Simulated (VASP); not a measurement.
# Al (Fm-3m) in VASP: further runs

The runs below take Al through single point, with PBE, r2SCAN.

Everything below comes from runs of VASP 6.6.1. Logs are shortened: lines on timing, memory, paths and dates and some standing lists are left out, and cuts for length are marked.

## Step 1: The cell of the first run

Symmetry: Fm-3m, No. 225, cubic system. Conventional cell: a = 4.035 Å, b = 4.035 Å, c = 4.035 Å, α = 90.00°, β = 90.00°, γ = 90.00°. Al (site symmetry m-3m) has 12 Al at 2.85 Å within 3.8 Å.

## Step 2: Single point, PBE

Input file INCAR:

```
PREC = Accurate
ENCUT = 520
EDIFF = 1E-6
ISMEAR = -1
SIGMA = 0.02
LREAL = F
LASPH = T
NELM = 60
ALGO = Normal
ISIF = 2
LWAVE = F
LCHARG = F
GGA = PE
NBANDS = 8
```

Input file KPOINTS:

```
Automatic mesh
0
Gamma
  10 10 10
```

Input file POSCAR:

```
Al
1.0
    0.0000000000      2.0176913852      2.0176913852
    2.0176913852      0.0000000000      2.0176913852
    2.0176913852      2.0176913852      0.0000000000
Al
1
Direct
    0.0000000000      0.0000000000      0.0000000000
```

Potentials or basis: VASP PAW PBE potentials, release 64 (Al).

Run with:

```
$ cat potpaw_PBE.64/Al/POTCAR > POTCAR
$ mpirun -np 1 vasp_std > vasp.out
```

OUTCAR:

```text
PREC = Accurate
   ENCUT = 520
   EDIFF = 1E-6
   ISMEAR = -1
   LREAL = F
   LASPH = T
   NELM = 60
   ISIF = 2
   GGA = PE

 ion  position               nearest neighbor table
   1  0.000  0.000  0.000-

  LATTYP: Found a face centered cubic cell.
 ALAT       =     4.0353827704

  Lattice vectors:

 A1 = (   0.0000000000,   2.0176913852,   2.0176913852)
 A2 = (   2.0176913852,   0.0000000000,   2.0176913852)
 A3 = (   2.0176913852,   2.0176913852,   0.0000000000)

Analysis of symmetry for initial positions (statically):
=====================================================================
 Subroutine PRICEL returns:
 Original cell was already a primitive cell.

 Routine SETGRP: Setting up the symmetry group for a
 face centered cubic supercell.

 Subroutine GETGRP returns: Found 48 space group operations
 (whereof 48 operations were pure point group operations)
 out of a pool of 48 trial point group operations.

The static configuration has the point symmetry O_h .

Analysis of symmetry for dynamics (positions and initial velocities):
=====================================================================
 Subroutine PRICEL returns:
 Original cell was already a primitive cell.

 Routine SETGRP: Setting up the symmetry group for a
 face centered cubic supercell.

 Subroutine GETGRP returns: Found 48 space group operations
 (whereof 48 operations were pure point group operations)
 out of a pool of 48 trial point group operations.

The dynamic configuration has the point symmetry O_h .

 Subroutine INISYM returns: Found 48 space group operations
 (whereof 48 operations are pure point group operations),
 and found     1 'primitive' translations

----------------------------------------------------------------------------------------

                                     Primitive cell

  volume of cell :      16.4284

  direct lattice vectors                    reciprocal lattice vectors
     0.000000000  2.017691385  2.017691385    -0.247807967  0.247807967  0.247807967
     2.017691385  0.000000000  2.017691385     0.247807967 -0.247807967  0.247807967
     2.017691385  2.017691385  0.000000000     0.247807967  0.247807967 -0.247807967

  length of vectors
     2.853446522  2.853446522  2.853446522     0.429215989  0.429215989  0.429215989

  position of ions in fractional coordinates (direct lattice)
     0.000000000  0.000000000  0.000000000

  ion indices of the primitive-cell ions
   primitive index   ion index
                 1           1

----------------------------------------------------------------------------------------

 KPOINTS: Automatic mesh

Automatic generation of k-mesh.
 Grid dimensions read from file:
 generate k-points for:   10   10   10

 Generating k-lattice:

  Cartesian coordinates                     Fractional coordinates (reciprocal lattice)
    -0.024780797  0.024780797  0.024780797     0.100000000  0.000000000  0.000000000
     0.024780797 -0.024780797  0.024780797     0.000000000  0.100000000  0.000000000
     0.024780797  0.024780797 -0.024780797     0.000000000  0.000000000  0.100000000

  Length of vectors
     0.042921599  0.042921599  0.042921599

  Shift w.r.t. Gamma in fractional coordinates (k-lattice)
     0.000000000  0.000000000  0.000000000

 Subroutine IBZKPT returns following result:
 ===========================================

 Found     47 irreducible k-points:

 Following reciprocal coordinates:
            Coordinates               Weight
  0.000000  0.000000  0.000000      1.000000
  0.100000  0.000000  0.000000      8.000000
  0.200000  0.000000  0.000000      8.000000
  0.300000  0.000000  0.000000      8.000000
  0.400000  0.000000  0.000000      8.000000
  0.500000  0.000000  0.000000      4.000000
[... 16 lines left out ...]
  0.300000  0.300000  0.000000      6.000000
  0.400000  0.300000  0.000000     24.000000
 [... further k-points ...]
   k-points           NKPTS =     47   k-points in BZ     NKDIM =     47   number of bands    NBANDS=      8
   number of dos      NEDOS =    301   number of ions     NIONS =      1
   total plane-waves  NPLWV =  13824
   dimension x,y,z NGX =    24 NGY =   24 NGZ =   24
   dimension x,y,z NGXF=    48 NGYF=   48 NGZF=   48
   ions per type =               1
   NGX,Y,Z   is equivalent  to a cutoff of  13.98, 13.98, 13.98 a.u.
   NGXF,Y,Z  is equivalent  to a cutoff of  27.97, 27.97, 27.97 a.u.
 SYSTEM =  unknown system
   PREC   = accura    normal or accurate (medium, high low for compatibility)
   ISTART =      0    job   : 0-new  1-cont  2-samecut
   ICHARG =      2    charge: 1-file 2-atom 10-const
   ISPIN  =      1    spin polarized calculation?
   LNONCOLLINEAR =      F non collinear calculations
   LSORBIT =      F    spin-orbit coupling
   LASPH  =      T    aspherical Exc in radial PAW
   ENCUT  =  520.0 eV  38.22 Ry    6.18 a.u.   5.31  5.31  5.31*2*pi/ulx,y,z
   NELM   =     60;   NELMIN=  2; NELMDL= -5     # of ELM steps
   EDIFF  = 0.1E-05   stopping-criterion for ELM
   LREAL  =      F    real-space projection
   EDIFFG = 0.1E-04   stopping-criterion for IOM
   NSW    =      0    number of steps for IOM
   IBRION =     -1    ionic relax: 0-MD 1-quasi-New 2-CG
   NFREE  =      0    steps in history (QN), initial steepest desc. (CG)
   ISIF   =      2    stress and relaxation
   ISYM   =      2    0-nonsym 1-usesym 2-fastsym
   POTIM  = 0.5000    time-step for ionic-motion
   TEBEG  =    0.0;   TEEND  =   0.0 temperature during run
   PSTRESS=    0.0 pullay stress
   NELECT =       3.0000    total number of electrons
   NUPDOWN=      -1.0000    fix difference up-down
   EMIN   =  10.00;   EMAX   =-10.00  energy-range for DOS
   EFERMI =   0.00;   METHOD = LEGACY
   ISMEAR =    -1;   SIGMA  =   0.02  broadening in eV -4-tet -1-fermi 0-gaus
   EFERMI_NEDOS =   21; number of points for ismear=-14 and -15
   IALGO  =     38    algorithm
   IMIX   =      4    mixing-type and parameters
     AMIX     =   0.40;   BMIX     =  1.00
     AMIX_MAG =   1.60;   BMIX_MAG =  1.00
  volume/ion in A,a.u.               =      16.43       110.86
  Fermi-wavevector in a.u.,A,eV,Ry     =   0.928789  1.755157 11.737058  0.862649
  Thomas-Fermi vector in A             =   2.055003
   LORBIT       =      0    0 simple, 1 ext, 2 COOP (PROOUT), +10 PAW based schemes
   GGA     = PE    functional components
   LHFCALC =     F    Hartree Fock is set to
   AEXX    =    0.0000 exact exchange contribution
   IVDW    =     0    specifies the selected vdW correction
   LEPSILON=     F    determine dielectric tensor
   LRPA    =     F    only Hartree local field effects (RPA)
 non-spin polarized calculation
  energy-cutoff  :      520.00
  volume of cell :       16.43
 maximum number of plane-waves:       459
 NGX is ok and might be reduce to    24
   NGX = 11   NGY = 11   NGZ = 11

 number of electron       3.0000000 magnetization

 Free energy of the ion-electron system (eV)
  ---------------------------------------------------
  ext. energy  EPLUGINS =         0.00000000
  ---------------------------------------------------
  free energy    TOTEN  =        -3.72581700 eV

  energy without entropy =       -3.72413588  energy(sigma->0) =       -3.72497644

 E-fermi :   8.1731     XC(G=0): -10.2132

 val. band max:        8.1622869043   @ k =  -0.4000   0.4000   0.1000
 cond. band min:       8.2499468106   @ k =  -0.3000   0.4000   0.1000
 fundamental gap:      0.0876599063
 Fermi energy:         8.1730726340

 k-point     1 :       0.0000    0.0000    0.0000
  band No.  band energies     occupation
      1      -3.1198      2.00000
      2      20.6879      0.00000
      3      20.6879      0.00000
      4      20.6879      0.00000
      5      22.2117      0.00000
      6      22.2117      0.00000
      7      22.2117      0.00000
      8      24.5417      0.00000

 k-point     2 :       0.1000    0.0000    0.0000
  band No.  band energies     occupation
      1      -2.8473      2.00000
      2      17.3974      0.00000
      3      19.9705      0.00000
      4      19.9705      0.00000
      5      22.8574      0.00000
      6      23.3384      0.00000
      7      23.3384      0.00000
      8      26.2155      0.00000

 k-point     3 :       0.2000    0.0000    0.0000
  band No.  band energies     occupation
      1      -2.0331      2.00000
      2      13.3916      0.00000
      3      19.2138      0.00000
      4      19.2138      0.00000
      5      22.5659      0.00000
      6      23.7369      0.00000
      7      23.7369      0.00000
      8      25.8197      0.00000

 k-point     4 :       0.3000    0.0000    0.0000
  band No.  band energies     occupation
      1      -0.6862      2.00000
      2       9.6879      0.00000
      3      18.8633      0.00000
      4      18.8633      0.00000
      5      21.9748      0.00000
      6      21.9748      0.00000
      7      22.3929      0.00000
      8      25.9782      0.00000

 k-point     5 :       0.4000    0.0000    0.0000
  band No.  band energies     occupation
      1       1.1783      2.00000
      2       6.3935      2.00000
      3      18.9598      0.00000
      4      18.9598      0.00000
      5      20.5230      0.00000
      6      20.5230      0.00000
      7      22.6062      0.00000
      8      24.4380      0.00000
[... 177 lines left out ...]
 k-point    22 :      -0.2000    0.2000    0.0000
  band No.  band energies     occupation
      1      -0.2402      2.00000
      2      11.1235      0.00000
      3      12.6232      0.00000
      4      19.2598      0.00000
      5      21.2861      0.00000
      6      23.4992      0.00000
      7      24.5320      0.00000
      8      25.5218      0.00000

 k-point    23 :       0.3000    0.3000    0.0000
  band No.  band energies     occupation
      1       0.1148      2.00000
      2      13.9460      0.00000
      3      14.7327      0.00000
      4      14.8934      0.00000
      5      14.8934      0.00000
      6      18.4364      0.00000
      7      30.4233      0.00000
      8      31.5739      0.00000

 k-point    24 :       0.4000    0.3000    0.0000
  band No.  band energies     occupation
      1       1.4386      2.00000
      2      11.4928      0.00000
      3      11.9428      0.00000
      4      14.5091      0.00000
      5      15.8096      0.00000
      6      19.4134      0.00000
      7      29.7154      0.00000
      8      31.9700      0.00000

 [... further k-points ...]
[... 5 lines left out ...]
  --------------------------------------------------------------------------------------
  -------------------------------------------------------------------------------------
  Total        0.0003929      0.0003929      0.0003929      0.0000000      0.0000000      0.0000000
  in kB        0.0383164      0.0383164      0.0383164      0.0000000      0.0000000      0.0000000
  external PRESSURE =       0.0383164 kB  Pullay stress =       0.0000000 kB

 VOLUME and BASIS-vectors are now :
 -----------------------------------------------------------------------------
  energy-cutoff  :      520.00
  volume of cell :       16.43
      direct lattice vectors                 reciprocal lattice vectors
     0.000000000  2.017691385  2.017691385    -0.247807967  0.247807967  0.247807967
     2.017691385  0.000000000  2.017691385     0.247807967 -0.247807967  0.247807967
     2.017691385  2.017691385  0.000000000     0.247807967  0.247807967 -0.247807967

 POSITION                                       TOTAL-FORCE (eV/Angst)
 -----------------------------------------------------------------------------------
      0.00000      0.00000      0.00000         0.000000      0.000000      0.000000
 -----------------------------------------------------------------------------------
    total drift:                                0.000000     -0.000000     -0.000000

  FREE ENERGIE OF THE ION-ELECTRON SYSTEM (eV)
  ---------------------------------------------------
  free  energy   TOTEN  =        -3.7258170017 eV

  energy  without entropy=       -3.7241358777  energy(sigma->0) =       -3.72497644
```

Wall time 3.4 s (1 thread of Intel Xeon 6975P-C (Granite Rapids), shared host); peak memory 0.13 GiB.

Results:

```
Free energy : -3.7258 eV
Pressure    : 0.0 GPa
```

## Step 3: Single point, PBE

This run uses another cell than the first one, of 15.82 Å³/atom, 0.963 times its volume.

Input file INCAR:

```
SYSTEM = Al
ALGO = Normal ; EDIFF = 1E-7
ENCUT = 520 ; GGA = PE
ISIF = 2 ; ISMEAR = -1
LASPH = .TRUE. ; LCHARG = .FALSE.
LREAL = .FALSE. ; LWAVE = .FALSE.
NBANDS = 8 ; NELM = 60
PREC = Accurate ; SIGMA = 0.02
```

Input file KPOINTS:

```
k-points
0
G
  10 10 10
  0 0 0
```

Input file POSCAR:

```
Al
1.0
    0.0000000000      1.9923965371      1.9923965371
    1.9923965371      0.0000000000      1.9923965371
    1.9923965371      1.9923965371      0.0000000000
Al
1
Direct
    0.0000000000      0.0000000000      0.0000000000
```

Potentials or basis: VASP PAW PBE potentials, release 64 (Al).

Run with:

```
$ cat potpaw_PBE.64/Al/POTCAR > POTCAR
$ mpirun -np 1 vasp_std > vasp.out
```

It took 3.7 s on 1 thread of Intel Xeon 6975P-C (Granite Rapids), shared host; peak memory 0.13 GiB.

Results (log left out):

```yaml
Free_energy: -3.7204 eV
Pressure: 2.9 GPa
```

Levels at points of the mesh, in eV from the Fermi level:
```
           k point  band 1  band 2  band 3  band 4  band 5  band 6
(0.00, 0.00, 0.00)  -11.53   12.75   12.75   12.75   14.57   14.57
(0.50, 0.00, 0.00)   -4.87   -4.54   11.55   11.55   11.76   11.76
(0.50, 0.50, 0.00)   -3.13   -1.72    5.16    5.69    5.69    9.37
```

## Step 4: Single point, r2SCAN

This run uses another cell than the first one, of 15.82 Å³/atom, 0.963 times its volume.

POSCAR is that of step 3.

Input file INCAR.step1:

```
PREC = Accurate ; ENCUT = 520
ISMEAR = -1 ; SIGMA = 0.02
LREAL = False ; LASPH = True
NELM = 100 ; NBANDS = 8
GGA = PE ; ALGO = Normal
EDIFF = 1E-4 ; LWAVE = True
LCHARG = False
```

Input file INCAR.step2:

```
PREC = Accurate ; ENCUT = 520
EDIFF = 1E-6 ; ISMEAR = -1
SIGMA = 0.02 ; LREAL = False
LASPH = True ; NELM = 100
ALGO = Normal ; ISIF = 2
LWAVE = False ; LCHARG = False
METAGGA = R2SCAN ; LMIXTAU = True
NBANDS = 8 ; ISTART = 1
```

Input file KPOINTS:

```
Automatic mesh
0
Gamma
  10 10 10
```

Run with:

```
$ cat potpaw_PBE.64/Al/POTCAR > POTCAR
$ cp INCAR.step1 INCAR
$ mpirun -np 1 vasp_std > vasp.out
$ cp INCAR.step2 INCAR
$ mpirun -np 1 vasp_std > vasp.out
```

It took 9.6 s on 1 thread of Intel Xeon 6975P-C (Granite Rapids), shared host; peak memory 0.13 GiB.

The run converged. Its results:

```yaml
Free_energy: -6.7238 eV
Pressure: -0.3 GPa
```

Levels at points of the mesh, in eV from the Fermi level:
```
           k point  band 1  band 2  band 3  band 4  band 5
(0.00, 0.00, 0.00)  -12.18   13.53   13.53   13.53   15.78
(0.50, 0.00, 0.00)   -5.21   -4.63   12.25   12.25   12.76
(0.50, 0.50, 0.00)   -3.30   -1.71    5.43    6.18    6.18
```

Caveat: the PAW data sets were made with another functional, which shifts forces and pressure a little.

## Step 5: The runs side by side

```csv
level,cell,gap on the mesh (eV),pressure (GPa)
PBE,"a = 2.853 Å, angles 60.0°, 1 atom",none,0.0
PBE,"a = 2.818 Å, angles 60.0°, 1 atom",none,2.9
r2SCAN,"a = 2.818 Å, angles 60.0°, 1 atom",none,-0.3
```

Alike in all rows: task single point; potentials or basis VASP PAW PBE potentials, release 64 (Al); no spin polarisation; k mesh 10 × 10 × 10; cutoff (eV) 520; smearing fermi-dirac 0.02 eV.

Caveats: the PAW data sets were made with another functional, which shifts forces and pressure a little (some runs).

Total energies depend on the potentials used, so only differences within one code and one set of settings carry meaning.
